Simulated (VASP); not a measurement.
**Ti: single point with PBE**

Ti:

```
CELL_PARAMETERS angstrom
1.46923 2.54478 0.00000
0.00000 0.00000 4.65063
4.40769 -2.54478 0.00000
ATOMIC_POSITIONS crystal
Ti 0.50000 0.25000 0.83333
Ti 0.00000 0.25000 0.33333
Ti 0.50000 0.75000 0.16667
Ti 0.00000 0.75000 0.66667
```

```
Program             : VASP 6.6.1
Task                : single point
Functional          : PBE
Potentials or basis : VASP PAW PBE potentials, release 64 (Ti_sv)
Cutoff              : 520 eV
k mesh              : 14 × 10 × 8
Occupations         : gaussian, width 0.1 eV
Spin                : no spin polarisation
```

```
Pressure               : -0.6 GPa
Band gap on the k mesh : zero (bands 24 and 25 overlap by 0.96 eV)
```

Levels at points of the mesh, in eV from the Fermi level:
| k point | band 22 | band 23 | band 24 | band 25 | band 26 | band 27 |
| --- | --- | --- | --- | --- | --- | --- |
| (0.00, 0.00, 0.00) | -0.64 | 0.47 | 0.62 | 0.77 | 0.77 | 0.77 |
| (0.50, 0.00, 0.00) | -1.31 | -1.22 | -1.22 | 0.16 | 0.16 | 0.67 |
| (0.00, 0.50, 0.00) | -0.82 | 0.08 | 0.08 | 0.67 | 0.67 | 0.67 |
| (0.50, 0.50, 0.00) | -0.58 | -0.58 | -0.58 | -0.13 | -0.13 | -0.13 |
| (0.00, 0.00, 0.50) | -0.93 | -0.43 | -0.43 | 0.71 | 0.71 | 0.95 |
| (0.50, 0.00, 0.50) | -1.85 | -0.64 | -0.64 | 0.47 | 0.47 | 0.62 |
| (0.00, 0.50, 0.50) | -0.53 | -0.53 | -0.53 | 0.41 | 0.41 | 0.41 |
| (0.50, 0.50, 0.50) | -0.82 | -0.82 | -0.82 | 1.31 | 1.31 | 1.31 |

It took 10 min on 1 thread of Intel(R) Xeon(R) 6975P-C (Granite Rapids), on a shared host, peak memory 0.46 GiB.
